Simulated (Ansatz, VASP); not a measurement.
**ZnS in VASP and in Ansatz**

```
Zn S
1.0
     0.00000    3.12229    2.02949
     3.12229    0.00000    2.02949
     3.12229    3.12229    0.00000
Zn S
1 1
Direct
  0.00000 0.00000 0.00000
  0.75000 0.75000 0.75000
```

Alike in both runs: task single point; functional r2SCAN; k mesh 8 × 8 × 8; occupations gaussian, width 0.05 eV; no spin polarisation.

|  | VASP | Ansatz |
| --- | --- | --- |
| version | VASP 6.6.1 | Ansatz 0.2.0 |
| potentials or method | VASP PAW PBE potentials, release 64 (Zn, S), cutoff 520 eV | scalar-relativistic, plane waves, PAW |
| valence electrons in the cell | 18 | 18 |

Ansatz gave:

* gap on the k mesh at the Fermi level (eV): 1.23
* least direct gap on the mesh (eV): 1.59
* pressure (GPa): -5.3
* traceless stress, the component that is largest in VASP (GPa): 7.63

Task: Estimate VASP's values.

Result: gap on the k mesh at the Fermi level (eV): 1.23; least direct gap on the mesh (eV): 1.60; pressure (GPa): -5.3; traceless stress, the component that is largest in VASP (GPa): 7.61.

VASP's potentials were made for PBE, not for r2SCAN. The functional is the same, so the differences come from potentials, cutoffs and numerics.
